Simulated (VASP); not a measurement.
# Zr (Pm-3m) in VASP: further runs, part 2 of 2

VASP 6.6.1.

## (3) Single point, LDA (volume scaled by 1.04)

INCAR

```
PREC = Accurate
ENCUT = 520
EDIFF = 1E-7
ISMEAR = -1
SIGMA = 0.1
LREAL = False
LASPH = True
NELM = 100
ALGO = Normal
ISIF = 2
LWAVE = False
LCHARG = True
LELF = True
LVHAR = True
NBANDS = 12
```

KPOINTS

```
regular mesh
0
Gamma
  13 13 13
```

POSCAR

```
Zr
1.0
    2.8689325676      0.0000000000      0.0000000000
    0.0000000000      2.8689325676      0.0000000000
    0.0000000000      0.0000000000      2.8689325676
Zr
1
Direct
    0.0000000000      0.0000000000      0.0000000000
```

Potentials or basis: VASP PAW LDA potentials, release 64 (Zr_sv).

Run with:

```sh
$ cat potpaw_LDA.64/Zr_sv/POTCAR > POTCAR
$ mpirun -np 1 vasp_std > vasp.out
```

OUTCAR:

```text
PREC = Accurate
   ENCUT = 520
   EDIFF = 1E-7
   ISMEAR = -1
   LREAL = False
   LASPH = True
   NELM = 100
   ISIF = 2

 ion  position               nearest neighbor table
   1  0.000  0.000  0.000-

  LATTYP: Found a simple cubic cell.
 ALAT       =     2.8689325676

  Lattice vectors:

 A1 = (   2.8689325676,   0.0000000000,   0.0000000000)
 A2 = (   0.0000000000,   2.8689325676,   0.0000000000)
 A3 = (   0.0000000000,   0.0000000000,   2.8689325676)

Analysis of symmetry for initial positions (statically):
=====================================================================
 Subroutine PRICEL returns:
 Original cell was already a primitive cell.

 Routine SETGRP: Setting up the symmetry group for a
 simple cubic supercell.

 Subroutine GETGRP returns: Found 48 space group operations
 (whereof 48 operations were pure point group operations)
 out of a pool of 48 trial point group operations.

The static configuration has the point symmetry O_h .

Analysis of symmetry for dynamics (positions and initial velocities):
=====================================================================
 Subroutine PRICEL returns:
 Original cell was already a primitive cell.

 Routine SETGRP: Setting up the symmetry group for a
 simple cubic supercell.

 Subroutine GETGRP returns: Found 48 space group operations
 (whereof 48 operations were pure point group operations)
 out of a pool of 48 trial point group operations.

The dynamic configuration has the point symmetry O_h .

 Subroutine INISYM returns: Found 48 space group operations
 (whereof 48 operations are pure point group operations),
 and found     1 'primitive' translations

----------------------------------------------------------------------------------------

                                     Primitive cell

  volume of cell :      23.6135

  direct lattice vectors                    reciprocal lattice vectors
     2.868932568  0.000000000  0.000000000     0.348561695  0.000000000  0.000000000
     0.000000000  2.868932568  0.000000000     0.000000000  0.348561695  0.000000000
     0.000000000  0.000000000  2.868932568     0.000000000  0.000000000  0.348561695

  length of vectors
     2.868932568  2.868932568  2.868932568     0.348561695  0.348561695  0.348561695

  position of ions in fractional coordinates (direct lattice)
     0.000000000  0.000000000  0.000000000

  ion indices of the primitive-cell ions
   primitive index   ion index
                 1           1

----------------------------------------------------------------------------------------

 KPOINTS: regular mesh

Automatic generation of k-mesh.
 Grid dimensions read from file:
 generate k-points for:   13   13   13

 Generating k-lattice:

  Cartesian coordinates                     Fractional coordinates (reciprocal lattice)
     0.026812438  0.000000000  0.000000000     0.076923077  0.000000000  0.000000000
     0.000000000  0.026812438  0.000000000     0.000000000  0.076923077  0.000000000
     0.000000000  0.000000000  0.026812438     0.000000000  0.000000000  0.076923077

  Length of vectors
     0.026812438  0.026812438  0.026812438

  Shift w.r.t. Gamma in fractional coordinates (k-lattice)
     0.000000000  0.000000000  0.000000000

 Subroutine IBZKPT returns following result:
 ===========================================

 Found     84 irreducible k-points:

 Following reciprocal coordinates:
            Coordinates               Weight
  0.000000  0.000000  0.000000      1.000000
  0.076923  0.000000  0.000000      6.000000
  0.153846  0.000000  0.000000      6.000000
  0.230769  0.000000  0.000000      6.000000
  0.307692  0.000000  0.000000      6.000000
  0.384615  0.000000  0.000000      6.000000
[... 16 lines left out ...]
  0.307692  0.307692  0.000000     12.000000
  0.384615  0.307692  0.000000     24.000000
 [... further k-points ...]
   k-points           NKPTS =     84   k-points in BZ     NKDIM =     84   number of bands    NBANDS=     12
   number of dos      NEDOS =    301   number of ions     NIONS =      1
   total plane-waves  NPLWV =  13824
   dimension x,y,z NGX =    24 NGY =   24 NGZ =   24
   dimension x,y,z NGXF=    48 NGYF=   48 NGZF=   48
   ions per type =               1
   NGX,Y,Z   is equivalent  to a cutoff of  13.91, 13.91, 13.91 a.u.
   NGXF,Y,Z  is equivalent  to a cutoff of  27.81, 27.81, 27.81 a.u.
 SYSTEM =  unknown system
   PREC   = accura    normal or accurate (medium, high low for compatibility)
   ISTART =      0    job   : 0-new  1-cont  2-samecut
   ICHARG =      2    charge: 1-file 2-atom 10-const
   ISPIN  =      1    spin polarized calculation?
   LNONCOLLINEAR =      F non collinear calculations
   LSORBIT =      F    spin-orbit coupling
   LASPH  =      T    aspherical Exc in radial PAW
   ENCUT  =  520.0 eV  38.22 Ry    6.18 a.u.   5.33  5.33  5.33*2*pi/ulx,y,z
   NELM   =    100;   NELMIN=  2; NELMDL= -5     # of ELM steps
   EDIFF  = 0.1E-06   stopping-criterion for ELM
   LREAL  =      F    real-space projection
   EDIFFG = 0.1E-05   stopping-criterion for IOM
   NSW    =      0    number of steps for IOM
   IBRION =     -1    ionic relax: 0-MD 1-quasi-New 2-CG
   NFREE  =      0    steps in history (QN), initial steepest desc. (CG)
   ISIF   =      2    stress and relaxation
   ISYM   =      2    0-nonsym 1-usesym 2-fastsym
   POTIM  = 0.5000    time-step for ionic-motion
   TEBEG  =    0.0;   TEEND  =   0.0 temperature during run
   PSTRESS=    0.0 pullay stress
   NELECT =      12.0000    total number of electrons
   NUPDOWN=      -1.0000    fix difference up-down
   EMIN   =  10.00;   EMAX   =-10.00  energy-range for DOS
   EFERMI =   0.00;   METHOD = LEGACY
   ISMEAR =    -1;   SIGMA  =   0.10  broadening in eV -4-tet -1-fermi 0-gaus
   EFERMI_NEDOS =   21; number of points for ismear=-14 and -15
   IALGO  =     38    algorithm
   IMIX   =      4    mixing-type and parameters
     AMIX     =   0.40;   BMIX     =  1.00
     AMIX_MAG =   1.60;   BMIX_MAG =  1.00
  volume/ion in A,a.u.               =      23.61       159.35
  Fermi-wavevector in a.u.,A,eV,Ry     =   1.306416  2.468769 23.221382  1.706723
  Thomas-Fermi vector in A             =   2.437220
   LORBIT       =      0    0 simple, 1 ext, 2 COOP (PROOUT), +10 PAW based schemes
   GGA     = CA    functional components
   LHFCALC =     F    Hartree Fock is set to
   AEXX    =    0.0000 exact exchange contribution
   IVDW    =     0    specifies the selected vdW correction
   LEPSILON=     F    determine dielectric tensor
   LRPA    =     F    only Hartree local field effects (RPA)
 non-spin polarized calculation
  energy-cutoff  :      520.00
  volume of cell :       23.61
 maximum number of plane-waves:       655
 NGX is ok and might be reduce to    24
   NGX = 11   NGY = 11   NGZ = 11

 number of electron      11.9999999 magnetization

 Free energy of the ion-electron system (eV)
  ---------------------------------------------------
  ext. energy  EPLUGINS =         0.00000000
  ---------------------------------------------------
  free energy    TOTEN  =        -8.47287814 eV

  energy without entropy =       -8.40999836  energy(sigma->0) =       -8.44143825

 E-fermi :   8.2982     XC(G=0): -11.1213

 val. band max:        8.2968265032   @ k =   0.3077   0.2308   0.1538
 cond. band min:       8.3070306926   @ k =   0.4615   0.3077   0.2308
 fundamental gap:      0.0102041894
 Fermi energy:         8.2981650819

 k-point     1 :       0.0000    0.0000    0.0000
  band No.  band energies     occupation
      1     -40.0156      2.00000
      2     -17.4897      2.00000
      3     -17.4897      2.00000
      4     -17.4897      2.00000
      5       3.2134      2.00000
      6       6.5069      2.00000
      7       6.5069      2.00000
      8      14.1283      0.00000
      9      14.1283      0.00000
     10      14.1283      0.00000
     11      21.4443      0.00000
     12      21.4443      0.00000

 k-point     2 :       0.0769    0.0000    0.0000
  band No.  band energies     occupation
      1     -40.0059      2.00000
      2     -17.5763      2.00000
      3     -17.4824      2.00000
      4     -17.4824      2.00000
      5       3.3700      2.00000
      6       6.5513      2.00000
      7       6.6772      2.00000
      8      13.8433      0.00000
      9      13.8433      0.00000
     10      14.1472      0.00000
     11      20.7333      0.00000
     12      21.8031      0.00000
[... 316 lines left out ...]
 k-point    24 :       0.3846    0.3077    0.0000
  band No.  band energies     occupation
      1     -39.7538      2.00000
      2     -18.5769      2.00000
      3     -18.2890      2.00000
      4     -17.2938      2.00000
      5       6.0677      2.00000
      6       7.4423      1.99962
      7      10.6737      0.00000
      8      11.6048      0.00000
      9      11.9525      0.00000
     10      12.2618      0.00000
     11      17.6648      0.00000
     12      21.1199      0.00000

 [... further k-points ...]
[... 5 lines left out ...]
  --------------------------------------------------------------------------------------
  -------------------------------------------------------------------------------------
  Total       -0.3236591     -0.3236591     -0.3236591     -0.0000000      0.0000000     -0.0000000
  in kB      -21.9602537    -21.9602537    -21.9602537     -0.0000000      0.0000000     -0.0000000
  external PRESSURE =     -21.9602537 kB  Pullay stress =       0.0000000 kB

 VOLUME and BASIS-vectors are now :
 -----------------------------------------------------------------------------
  energy-cutoff  :      520.00
  volume of cell :       23.61
      direct lattice vectors                 reciprocal lattice vectors
     2.868932568  0.000000000  0.000000000     0.348561695  0.000000000  0.000000000
     0.000000000  2.868932568  0.000000000     0.000000000  0.348561695  0.000000000
     0.000000000  0.000000000  2.868932568     0.000000000  0.000000000  0.348561695

 POSITION                                       TOTAL-FORCE (eV/Angst)
 -----------------------------------------------------------------------------------
      0.00000      0.00000      0.00000         0.000000      0.000000      0.000000
 -----------------------------------------------------------------------------------
    total drift:                                0.000000     -0.000000     -0.000000

  FREE ENERGIE OF THE ION-ELECTRON SYSTEM (eV)
  ---------------------------------------------------
  free  energy   TOTEN  =        -8.4728781444 eV

  energy  without entropy=       -8.4099983608  energy(sigma->0) =       -8.44143825
```

OSZICAR:

```text
N       E                     dE             d eps       ncg     rms          rms(c)
DAV:   1     0.878089959449E+02    0.87809E+02   -0.69312E+03  2024   0.995E+02
DAV:   2    -0.548331776120E+01   -0.93292E+02   -0.90323E+02  2312   0.269E+02
DAV:   3    -0.863238060775E+01   -0.31491E+01   -0.30400E+01  2988   0.413E+01
DAV:   4    -0.869102425537E+01   -0.58644E-01   -0.58461E-01  2348   0.549E+00
DAV:   5    -0.869277628896E+01   -0.17520E-02   -0.17514E-02  2940   0.656E-01    0.109E+01
DAV:   6    -0.849242233997E+01    0.20035E+00   -0.29637E-01  2216   0.470E+00    0.468E+00
DAV:   7    -0.847057033127E+01    0.21852E-01   -0.11219E-01  2652   0.273E+00    0.847E-01
DAV:   8    -0.847291106413E+01   -0.23407E-02   -0.91982E-03  2376   0.112E+00    0.456E-02
DAV:   9    -0.847288569063E+01    0.25373E-04   -0.22579E-04  2444   0.145E-01    0.177E-02
DAV:  10    -0.847287804796E+01    0.76427E-05   -0.89290E-06  2380   0.325E-02    0.334E-03
DAV:  11    -0.847287814436E+01   -0.96402E-07   -0.23377E-07  2436   0.467E-03
   1 F= -.84728781E+01 E0= -.84414383E+01  d E =-.628798E-01
```

stdout:

```text
POSCAR found type information on POSCAR Zr
 POSCAR found :  1 types and       1 ions
 scaLAPACK will be used
 LDA part: xc-table for (Slater(with rela. corr.)+CA(PZ))
 , standard interpolation
 POSCAR, INCAR and KPOINTS ok, starting setup
 FFT: planning ... GRIDC
 FFT: planning ... GRID_SOFT
 FFT: planning ... GRID
 WAVECAR not read
 entering main loop
```

It used 21 s of CPU time on 1 thread of AMD EPYC 7R13 Processor (Zen 3) (shared host).

Results:

- Free energy: -8.4729 eV
- Pressure: -2.2 GPa
- Band gap on the k mesh: zero (band 6 reaches 9.06 eV, above the bottom of band 7 at 6.51 eV)
